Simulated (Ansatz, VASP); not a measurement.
One calculation of Bi, two programs

File INCAR:

```
SYSTEM = Bi
ALGO = Normal ; EDIFF = 1E-7
ENCUT = 520 ; GGA = PE
ISIF = 2 ; ISMEAR = -1
LASPH = .True. ; LCHARG = .False.
LREAL = .False. ; LWAVE = .False.
NBANDS = 22 ; NELM = 80
PREC = Accurate ; SIGMA = 0.03
```

KPOINTS

```
k-points
0
Gamma
  9 9 3
  0 0 0
```

File POSCAR:

```
Bi
1.0
    4.4776549378      0.0000000000      0.0000000000
   -2.2388274690      3.8777629256      0.0000000000
    0.0000000000      0.0000000000     11.6691290509
Bi
2
Direct
    0.3333333333      0.6666666667      0.2500000000
    0.6666666667      0.3333333333      0.7500000000
```

Input for Ansatz:

```yaml
crystal:
  lattice:
    - [4.4776549378, 0.0, 0.0]
    - [-2.238827469, 3.8777629256, 0.0]
    - [0.0, 0.0, 11.6691290509]
  atoms:
    - { symbol: Bi, position: [0.3333333333, 0.6666666667, 0.25] }
    - { symbol: Bi, position: [0.6666666667, 0.3333333333, 0.75] }
kpoints:
  mp_grid: { grid: [9, 9, 3] }
  band_path:
    path:
      - [0.0, 0.0, 0.0]
      - [0.5, 0.0, 0.0]
      - [0.3333333333, 0.3333333333, 0.0]
      - [0.0, 0.0, 0.0]
      - [0.0, 0.0, 0.5]
      - [0.5, 0.0, 0.5]
      - [0.3333333333, 0.3333333333, 0.5]
      - [0.0, 0.0, 0.5]
      - [0.5, 0.0, 0.5]
    npoints: 5
scf:
  occupations: { method: fermi_dirac, width: 0.03 }
hamiltonian:
  xc: pbe
  pseudopotentials: { kind: all_electron, lapw: { basis_error: 0.0005 } }
output:
  forces: true
  stress: true
  eigenvalues: true
```

Change from the starting cell: volume scaled by 0.96.

Alike in both runs: task single point; functional PBE; k mesh 9 × 9 × 3; occupations fermi-dirac, width 0.03 eV; no spin polarisation.

```csv
,VASP,Ansatz
version,VASP 6.6.1,Ansatz 0.2.0
potentials or method,"VASP PAW PBE potentials, release 64 (Bi_d), cutoff 520 eV","all-electron LAPW, scalar-relativistic"
```

|  | VASP | Ansatz | Ansatz less VASP |
| --- | --- | --- | --- |
| pressure (GPa) | -3.5 | -3.5 | +0.02 |
| traceless stress, the component that is largest in VASP (GPa) | 3.12 | 3.12 | -0.001 |

Ansatz ran all-electron here, and VASP with PAW potentials.

Neither program's run includes spin-orbit coupling.
